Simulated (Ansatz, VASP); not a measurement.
## MgS: VASP beside Ansatz

The input POSCAR:

```
MgS
1.0
    4.2260282880      0.0000000000      0.0000000000
   -2.1130141440      3.6598478545      0.0000000000
    0.0000000000      0.0000000000      6.0598073841
Mg S
2 2
Direct
    0.3333333333      0.6666666667     -0.0166958447
    0.6666666667      0.3333333333      0.4833041553
    0.3333333333      0.6666666667      0.3916958447
    0.6666666667      0.3333333333      0.8916958447
```

INCAR.step1

```
ALGO = Normal
EDIFF = 1E-5
ENCUT = 520
GGA = PE
ISIF = 2
ISMEAR = 0
LASPH = T
LCHARG = F
LREAL = F
LWAVE = T
NBANDS = 16
NELM = 80
PREC = Accurate
SIGMA = 0.01
```

The input INCAR.step2:

```
ALGO = Normal
EDIFF = 1E-7
ENCUT = 520
GGA = PE
HFSCREEN = 0.2079
ISIF = 2
ISMEAR = 0
ISTART = 1
LASPH = T
LCHARG = F
LHFCALC = T
LREAL = F
LWAVE = F
NBANDS = 16
NELM = 80
PREC = Accurate
PRECFOCK = Normal
SIGMA = 0.01
```

File KPOINTS:

```
k-points
0
Gamma
  6 6 4
```

Input for Ansatz:

```yaml
crystal:
  lattice:
    - [4.226028288, 0.0, 0.0]
    - [-2.113014144, 3.6598478545, 0.0]
    - [0.0, 0.0, 6.0598073841]
  atoms:
    - { symbol: Mg, position: [0.3333333333, 0.6666666667, -0.0166958447] }
    - { symbol: Mg, position: [0.6666666667, 0.3333333333, 0.4833041553] }
    - { symbol: S, position: [0.3333333333, 0.6666666667, 0.3916958447] }
    - { symbol: S, position: [0.6666666667, 0.3333333333, 0.8916958447] }
kpoints:
  mp_grid: { grid: [6, 6, 4] }
  band_path:
    path:
      - [0.0, 0.0, 0.0]
      - [0.5, 0.0, 0.0]
      - [0.3333333333, 0.3333333333, 0.0]
      - [0.0, 0.0, 0.5]
      - [0.5, 0.0, 0.5]
      - [0.3333333333, 0.3333333333, 0.5]
    npoints: 1
hamiltonian:
  xc: hse06
scf:
  occupations: { method: fixed }
  n_extra_bands: 5
output:
  forces: true
  stress: true
  eigenvalues: true
```

Change from the starting cell: epitaxial_xy strain +4.9%.

Alike in both runs: task single point; functional HSE06; k mesh 6 × 6 × 4; no spin polarisation.

```csv
,VASP,Ansatz
version,VASP 6.6.1,Ansatz 0.2.0
potentials or method,"VASP PAW PBE potentials, release 64 (Mg, S)","plane waves, PAW"
plane-wave cutoff (eV),520,420
occupations,"gaussian, width 0.01 eV",fixed
valence electrons in the cell,16,32
```

```tsv
	VASP	Ansatz	Ansatz less VASP
gap on the k mesh at the Fermi level (eV)	3.89	3.91	+0.019
pressure (GPa)	-2.7	-2.5	+0.17
traceless stress, the component that is largest in VASP (GPa)	2.47	2.44	-0.035
rms of the force components (eV/Å)	0.006	0.004	-0.0029
```

Atom by atom the forces differ by 0.003 eV/Å (rms over components). VASP's potentials hold 16 valence electrons a cell and Ansatz's 32, so a difference there can come from the potentials and not from the codes. Ansatz's warnings: stress exchange threshold loose, stress scf threshold loose.
